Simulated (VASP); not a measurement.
# Cu5N in VASP: notebook

The runs below take Cu5N through single point, with PBEsol.

Program: VASP 6.6.1. These are calculated values, not measurements. Logs are shortened: lines on timing, memory, paths and dates and some standing lists are left out, and cuts for length are marked.

**1. The cell of the first run**

The cell holds a slab with vacuum, 6 atoms: a = 2.520 Å, b = 2.520 Å, c = 26.127 Å, α = 90.00°, β = 90.00°, γ = 90.00°.

**2. Single point, PBEsol**

INCAR reads:

```
ALGO = Fast
DIPOL = 0.5 0.5 0.496
EDIFF = 1E-7
ENCUT = 520
GGA = PS
IDIPOL = 3
ISIF = 2
ISMEAR = 0
LASPH = True
LCHARG = False
LDIPOL = True
LREAL = False
LWAVE = False
NBANDS = 39
NELM = 60
PREC = Accurate
SIGMA = 0.1
```

KPOINTS reads:

```
k-points
0
Gamma
  11 11 1
```

POSCAR reads:

```
Cu5N
1.0
    2.5196845177      0.0000000000      0.0000000000
    0.0000000000      2.5196845177      0.0000000000
    0.0000000000      0.0000000000     26.1267440356
Cu N
5 1
Direct
    0.5000000000      0.5000000000      0.3253371330
    0.0000000000      0.0000000000      0.3935310881
    0.5000000000      0.5000000000      0.4619249535
    0.0000000000      0.0000000000      0.5304931686
    0.5000000000      0.5000000000      0.6002368896
    0.5000000000      0.5000000000      0.6674434246
```

Potentials or basis: VASP PAW PBE potentials, release 64 (Cu, N).

The run is started by

```
cat potpaw_PBE.64/Cu/POTCAR potpaw_PBE.64/N/POTCAR > POTCAR
mpirun -np 1 vasp_std > vasp.out
```

OUTCAR:

```text
EDIFF = 1E-7
   ENCUT = 520
   GGA = PS
   ISIF = 2
   ISMEAR = 0
   LASPH = True
   LREAL = False
   NELM = 60
   PREC = Accurate

 ion  position               nearest neighbor table
   1  0.500  0.500  0.325-   2 2.52   2 2.52   2 2.52   2 2.52
   2  0.000  0.000  0.394-   1 2.52   1 2.52   1 2.52   1 2.52   3 2.52   3 2.52   3 2.52   3 2.52

   3  0.500  0.500  0.462-   2 2.52   2 2.52   2 2.52   2 2.52   4 2.53   4 2.53   4 2.53   4 2.53

   4  0.000  0.000  0.530-   3 2.53   3 2.53   3 2.53   3 2.53   5 2.55   5 2.55   5 2.55   5 2.55

   5  0.500  0.500  0.600-   6 1.76   4 2.55   4 2.55   4 2.55   4 2.55
   6  0.500  0.500  0.667-   5 1.76

  LATTYP: Found a simple tetragonal cell.
 ALAT       =     2.5196845177
 C/A-ratio  =    10.3690536859

  Lattice vectors:

 A1 = (   2.5196845177,   0.0000000000,   0.0000000000)
 A2 = (   0.0000000000,   2.5196845177,   0.0000000000)
 A3 = (   0.0000000000,   0.0000000000,  26.1267440356)

Analysis of symmetry for initial positions (statically):
=====================================================================
 Subroutine PRICEL returns:
 Original cell was already a primitive cell.

 Routine SETGRP: Setting up the symmetry group for a
 simple tetragonal supercell.

 Subroutine GETGRP returns: Found  8 space group operations
 (whereof  8 operations were pure point group operations)
 out of a pool of 16 trial point group operations.

The static configuration has the point symmetry C_4v.

Analysis of symmetry for dynamics (positions and initial velocities):
=====================================================================
 Subroutine PRICEL returns:
 Original cell was already a primitive cell.

 Routine SETGRP: Setting up the symmetry group for a
 simple tetragonal supercell.

 Subroutine GETGRP returns: Found  8 space group operations
 (whereof  8 operations were pure point group operations)
 out of a pool of 16 trial point group operations.

The dynamic configuration has the point symmetry C_4v.

 Subroutine INISYM returns: Found  8 space group operations
 (whereof  8 operations are pure point group operations),
 and found     1 'primitive' translations

----------------------------------------------------------------------------------------

                                     Primitive cell

  volume of cell :     165.8737

  direct lattice vectors                    reciprocal lattice vectors
     2.519684518  0.000000000  0.000000000     0.396875082  0.000000000  0.000000000
     0.000000000  2.519684518  0.000000000     0.000000000  0.396875082  0.000000000
     0.000000000  0.000000000 26.126744036     0.000000000  0.000000000  0.038274957

  length of vectors
     2.519684518  2.519684518 26.126744036     0.396875082  0.396875082  0.038274957

  position of ions in fractional coordinates (direct lattice)
     0.500000000  0.500000000  0.325337133
     0.000000000  0.000000000  0.393531088
     0.500000000  0.500000000  0.461924954
     0.000000000  0.000000000  0.530493169
     0.500000000  0.500000000  0.600236890
     0.500000000  0.500000000  0.667443425

  ion indices of the primitive-cell ions
   primitive index   ion index
                 1           1
                 2           2
                 3           3
                 4           4
                 5           5
                 6           6

----------------------------------------------------------------------------------------

 KPOINTS: k-points

Automatic generation of k-mesh.
 Grid dimensions read from file:
 generate k-points for:   11   11    1

 Generating k-lattice:

  Cartesian coordinates                     Fractional coordinates (reciprocal lattice)
     0.036079553  0.000000000  0.000000000     0.090909091  0.000000000  0.000000000
     0.000000000  0.036079553  0.000000000     0.000000000  0.090909091  0.000000000
     0.000000000  0.000000000  0.038274957     0.000000000  0.000000000  1.000000000

  Length of vectors
     0.036079553  0.036079553  0.038274957

  Shift w.r.t. Gamma in fractional coordinates (k-lattice)
     0.000000000  0.000000000  0.000000000

 Subroutine IBZKPT returns following result:
 ===========================================

 Found     21 irreducible k-points:

 Following reciprocal coordinates:
            Coordinates               Weight
  0.000000  0.000000  0.000000      1.000000
  0.090909  0.000000  0.000000      4.000000
  0.181818  0.000000  0.000000      4.000000
  0.272727  0.000000  0.000000      4.000000
  0.363636  0.000000  0.000000      4.000000
  0.454545  0.000000  0.000000      4.000000
[... 13 lines left out ...]
  0.454545  0.363636  0.000000      8.000000
  0.454545  0.454545  0.000000      4.000000
   k-points           NKPTS =     21   k-points in BZ     NKDIM =     21   number of bands    NBANDS=     39
   number of dos      NEDOS =    301   number of ions     NIONS =      6
   total plane-waves  NPLWV =  78400
   dimension x,y,z NGX =    20 NGY =   20 NGZ =  196
   dimension x,y,z NGXF=    40 NGYF=   40 NGZF=  392
   ions per type =               5   1
   NGX,Y,Z   is equivalent  to a cutoff of  13.20, 13.20, 12.47 a.u.
   NGXF,Y,Z  is equivalent  to a cutoff of  26.39, 26.39, 24.94 a.u.
 SYSTEM =  unknown system
   PREC   = accura    normal or accurate (medium, high low for compatibility)
   ISTART =      0    job   : 0-new  1-cont  2-samecut
   ICHARG =      2    charge: 1-file 2-atom 10-const
   ISPIN  =      1    spin polarized calculation?
   LNONCOLLINEAR =      F non collinear calculations
   LSORBIT =      F    spin-orbit coupling
   LASPH  =      T    aspherical Exc in radial PAW
   ENCUT  =  520.0 eV  38.22 Ry    6.18 a.u.   4.68  4.68 48.58*2*pi/ulx,y,z
   NELM   =     60;   NELMIN=  2; NELMDL= -5     # of ELM steps
   EDIFF  = 0.1E-06   stopping-criterion for ELM
   LREAL  =      F    real-space projection
   EDIFFG = 0.1E-05   stopping-criterion for IOM
   NSW    =      0    number of steps for IOM
   IBRION =     -1    ionic relax: 0-MD 1-quasi-New 2-CG
   NFREE  =      0    steps in history (QN), initial steepest desc. (CG)
   ISIF   =      2    stress and relaxation
   ISYM   =      2    0-nonsym 1-usesym 2-fastsym
   POTIM  = 0.5000    time-step for ionic-motion
   TEBEG  =    0.0;   TEEND  =   0.0 temperature during run
   PSTRESS=    0.0 pullay stress
   NELECT =      60.0000    total number of electrons
   NUPDOWN=      -1.0000    fix difference up-down
   EMIN   =  10.00;   EMAX   =-10.00  energy-range for DOS
   EFERMI =   0.00;   METHOD = LEGACY
   ISMEAR =     0;   SIGMA  =   0.10  broadening in eV -4-tet -1-fermi 0-gaus
   EFERMI_NEDOS =   21; number of points for ismear=-14 and -15
   IALGO  =     68    algorithm
   IMIX   =      4    mixing-type and parameters
     AMIX     =   0.40;   BMIX     =  1.00
     AMIX_MAG =   1.60;   BMIX_MAG =  1.00
  volume/ion in A,a.u.               =      27.65       186.56
  Fermi-wavevector in a.u.,A,eV,Ry     =   1.166450  2.204270 18.512156  1.360605
  Thomas-Fermi vector in A             =   2.302963
   LORBIT       =      0    0 simple, 1 ext, 2 COOP (PROOUT), +10 PAW based schemes
   GGA     = PS    functional components
   LHFCALC =     F    Hartree Fock is set to
   AEXX    =    0.0000 exact exchange contribution
   IVDW    =     0    specifies the selected vdW correction
   LEPSILON=     F    determine dielectric tensor
   LRPA    =     F    only Hartree local field effects (RPA)
 non-spin polarized calculation
 RMM-DIIS sequential band-by-band and
 Gauss-broadening in eV      SIGMA  =   0.10
  energy-cutoff  :      520.00
  volume of cell :      165.87
 maximum number of plane-waves:      4533
 NGX is ok and might be reduce to    20
   NGX =  9   NGY =  9   NGZ = 97

 dipolmoment           0.000000      0.000000     -0.043038 electrons x Angstroem

 number of electron      60.0000004 magnetization

 dipolmoment           0.000000      0.000000      0.113078 electrons x Angstroem

 Free energy of the ion-electron system (eV)
  ---------------------------------------------------
  ext. energy  EPLUGINS =         0.00000000
  ---------------------------------------------------
  free energy    TOTEN  =       -25.12081424 eV

  energy without entropy =      -25.10921410  energy(sigma->0) =      -25.11501417

 E-fermi :  -0.9592     XC(G=0):  -5.8275

 val. band max:       -0.9632979349   @ k =   0.1818   0.0000   0.0000
 cond. band min:      -0.8739411509   @ k =   0.3636   0.3636   0.0000
 fundamental gap:      0.0893567840
 Fermi energy:        -0.9592011134

 k-point     1 :       0.0000    0.0000    0.0000
  band No.  band energies     occupation
      1     -15.3871      2.00000
      2     -10.2243      2.00000
      3      -9.0001      2.00000
      4      -7.3195      2.00000
      5      -6.2419      2.00000
      6      -5.9887      2.00000
[... 31 lines left out ...]
     38       6.7194      0.00000
     39       7.3198      0.00000

 k-point     2 :       0.0909    0.0000    0.0000
  band No.  band energies     occupation
      1     -15.2877      2.00000
      2     -10.0220      2.00000
      3      -8.8116      2.00000
      4      -7.1560      2.00000
      5      -6.1364      2.00000
      6      -5.8725      2.00000
[... 31 lines left out ...]
     38       6.9012      0.00000
     39       7.4885      0.00000

 k-point     3 :       0.1818    0.0000    0.0000
  band No.  band energies     occupation
      1     -15.0057      2.00000
      2      -9.4301      2.00000
      3      -8.2724      2.00000
      4      -6.7242      2.00000
      5      -5.8860      2.00000
      6      -5.5785      2.00000
[... 706 lines left out ...]
 k-point    20 :       0.4545    0.3636    0.0000
  band No.  band energies     occupation
      1     -12.8368      2.00000
      2      -5.8830      2.00000
      3      -5.7305      2.00000
      4      -5.6420      2.00000
      5      -5.5540      2.00000
      6      -5.3906      2.00000
[... 31 lines left out ...]
     38       7.6260      0.00000
     39       8.0753      0.00000

 k-point    21 :       0.4545    0.4545    0.0000
  band No.  band energies     occupation
      1     -12.5991      2.00000
      2      -5.9258      2.00000
      3      -5.8490      2.00000
      4      -5.6596      2.00000
      5      -5.6389      2.00000
      6      -5.5343      2.00000
[... 31 lines left out ...]
     38       7.3008      0.00000
     39       7.4402      0.00000

------------------------ aborting loop because EDIFF is reached ----------------------------------------

 vacuum level on the upper side and lower side of the slab       (xc-potential included)         1.522        -1.651

  FORCE on cell =-STRESS in cart. coord.  units (eV):
  Direction    XX          YY          ZZ          XY          YZ          ZX
  --------------------------------------------------------------------------------------
  -------------------------------------------------------------------------------------
  Total       -3.4243996     -3.4243996      0.0704410      0.0000000      0.0000000      0.0000000
  in kB      -33.0763358    -33.0763358      0.6803907      0.0000000      0.0000000      0.0000000
  external PRESSURE =     -21.8240936 kB  Pullay stress =       0.0000000 kB

 VOLUME and BASIS-vectors are now :
 -----------------------------------------------------------------------------
  energy-cutoff  :      520.00
  volume of cell :      165.87
      direct lattice vectors                 reciprocal lattice vectors
     2.519684518  0.000000000  0.000000000     0.396875082  0.000000000  0.000000000
     0.000000000  2.519684518  0.000000000     0.000000000  0.396875082  0.000000000
     0.000000000  0.000000000 26.126744036     0.000000000  0.000000000  0.038274957

 POSITION                                       TOTAL-FORCE (eV/Angst)
 -----------------------------------------------------------------------------------
      1.25984      1.25984      8.50000         0.000000      0.000000      0.146479
      0.00000      0.00000     10.28169        -0.000000      0.000000     -0.177821
      1.25984      1.25984     12.06860         0.000000     -0.000000      0.000913
      0.00000      0.00000     13.86006         0.000000      0.000000      0.002255
      1.25984      1.25984     15.68224         0.000000      0.000000     -0.095465
      1.25984      1.25984     17.43812         0.000000      0.000000      0.123639
 -----------------------------------------------------------------------------------
    total drift:                               -0.000000     -0.000000     -0.001508

  FREE ENERGIE OF THE ION-ELECTRON SYSTEM (eV)
  ---------------------------------------------------
  free  energy   TOTEN  =       -25.1208142413 eV

  energy  without entropy=      -25.1092140970  energy(sigma->0) =      -25.11501417

 vacuum level on the upper side and lower side of the slab         6.905         3.677
```

Wall time 7.8 min (1 thread of Oxide Virtual Turin-like, shared host); peak memory 0.29 GiB.

Results:

```yaml
Free_energy: -25.1208 eV
Largest_force: 0.178 eV/Å
Band_gap_on_the_k_mesh: zero (bands 30 and 31 overlap by 2.64 eV)
```

Forces on the atoms (eV/Å):
```
Cu   0.000  0.000  0.146
Cu   0.000  0.000 -0.178
Cu   0.000  0.000  0.001
Cu   0.000  0.000  0.002
Cu   0.000  0.000 -0.095
N    0.000  0.000  0.124
```

Levels at points of the mesh, in eV from the Fermi level:
| k point | band 29 | band 30 | band 31 | band 32 | band 33 | band 34 |
| --- | --- | --- | --- | --- | --- | --- |
| (0.00, 0.00, 0.00) | -1.54 | -1.49 | -0.98 | 0.74 | 1.75 | 1.75 |

Caveat: the PAW data sets were made with another functional, which shifts forces and pressure a little.

**3. Single point, PBEsol**

INCAR reads:

```
PREC     = Accurate       # precision mode
ENCUT    = 520            # plane-wave cutoff, eV
EDIFF    = 1E-6           # SCF threshold, eV
ISMEAR   = 0              # smearing method
SIGMA    = 0.1            # smearing width, eV
LREAL    = F              # projectors in reciprocal space
LASPH    = T              # aspherical terms in the spheres
NELM     = 60             # most SCF steps
ALGO     = Fast           # electronic algorithm
ISIF     = 2              # what is computed and relaxed
LWAVE    = F              # write WAVECAR
LCHARG   = T              # write CHGCAR
LDIPOL   = T            
IDIPOL   = 3            
DIPOL    = 0.5 0.5 0.491
GGA      = PS             # functional
LELF     = T              # ELF
LVHAR    = T            
LVACPOTAV= T            
NBANDS   = 39             # bands
```

KPOINTS reads:

```
Automatic mesh
0
Gamma
  11 11 1
```

POSCAR reads:

```
Cu5N
1.0
    2.5196845177      0.0000000000      0.0000000000
    0.0000000000      2.5196845177      0.0000000000
    0.0000000000      0.0000000000     26.1267440356
Cu N
5 1
Direct
    0.5000000000      0.5000000000      0.3253371330
    0.0000000000      0.0000000000      0.3935310881
    0.5000000000      0.5000000000      0.4623334777
    0.0000000000      0.0000000000      0.5302055038
    0.5000000000      0.5000000000      0.6066358160
    0.0000000000      0.0000000000      0.6276550105
```

Potentials or basis: VASP PAW PBE potentials, release 64 (Cu, N).

The run is started by

```
cat potpaw_PBE.64/Cu/POTCAR potpaw_PBE.64/N/POTCAR > POTCAR
mpirun -np 1 vasp_std > vasp.out
```

It took 6.2 min on 1 thread of Oxide Virtual Turin-like, shared host; peak memory 0.29 GiB.

Results (log left out):

- Free energy: -26.7288 eV
- Largest force: 0.234 eV/Å
- Band gap on the k mesh: zero (bands 30 and 31 overlap by 2.40 eV)

Forces on the atoms (eV/Å):
```
Cu   0.000  0.000  0.201
Cu   0.000  0.000 -0.234
Cu   0.000  0.000 -0.001
Cu   0.000  0.000  0.011
Cu   0.000  0.000 -0.024
N    0.000  0.000  0.047
```

Levels at points of the mesh, in eV from the Fermi level:
```
           k point  band 26  band 27  band 28  band 29  band 30  band 31  band 32  band 33  band 34  band 35
(0.00, 0.00, 0.00)    -1.82    -1.76    -1.55    -1.55    -1.49    -0.13    -0.13     0.31     2.10     4.55
```

Caveat: the PAW data sets were made with another functional, which shifts forces and pressure a little. With open d or f shells a metallic result of PBEsol can be an artefact of self-interaction; +U or a hybrid may open a gap.

**4. Single point, PBEsol**

INCAR reads:

```
PREC = Accurate
ENCUT = 520
EDIFF = 1E-6
ISMEAR = 0
SIGMA = 0.1
LREAL = F
LASPH = T
NELM = 100
ALGO = Fast
ISIF = 2
LWAVE = F
LCHARG = F
LDIPOL = T
IDIPOL = 3
DIPOL = 0.5 0.5 0.491
GGA = PS
NBANDS = 39
ISYM = 0
```

KPOINTS reads:

```
regular mesh
0
Gamma
  11 11 1
```

POSCAR is that of step 3.

The run is started by

```
cat potpaw_PBE.64/Cu/POTCAR potpaw_PBE.64/N/POTCAR > POTCAR
mpirun -np 1 vasp_std > vasp.out
```

Run time: 19 min. Hardware: 1 thread of Oxide Virtual Turin-like, shared host; peak memory 0.43 GiB.

Results (log left out):

| Item | Value |
| --- | --- |
| Free energy | -26.7288 eV |
| Largest force | 0.234 eV/Å |
| Band gap on the k mesh | zero (bands 30 and 31 overlap by 2.40 eV) |

Forces in eV/Å, atoms in the order of the input:
```
Cu   0.000  0.000  0.201
Cu   0.000  0.000 -0.234
Cu   0.000  0.000 -0.001
Cu   0.000  0.000  0.011
Cu   0.000  0.000 -0.024
N    0.000  0.000  0.047
```

Levels at points of the mesh, in eV from the Fermi level:
```
           k point  band 26  band 27  band 28  band 29  band 30  band 31  band 32  band 33  band 34  band 35
(0.00, 0.00, 0.00)    -1.82    -1.76    -1.55    -1.55    -1.49    -0.13    -0.13     0.31     2.10     4.55
```

Caveat: the PAW data sets were made with another functional, which shifts forces and pressure a little. With open d or f shells a metallic result of PBEsol can be an artefact of self-interaction; +U or a hybrid may open a gap.

The gap in the log of VASP goes by the Fermi energy; the results here count the filled bands.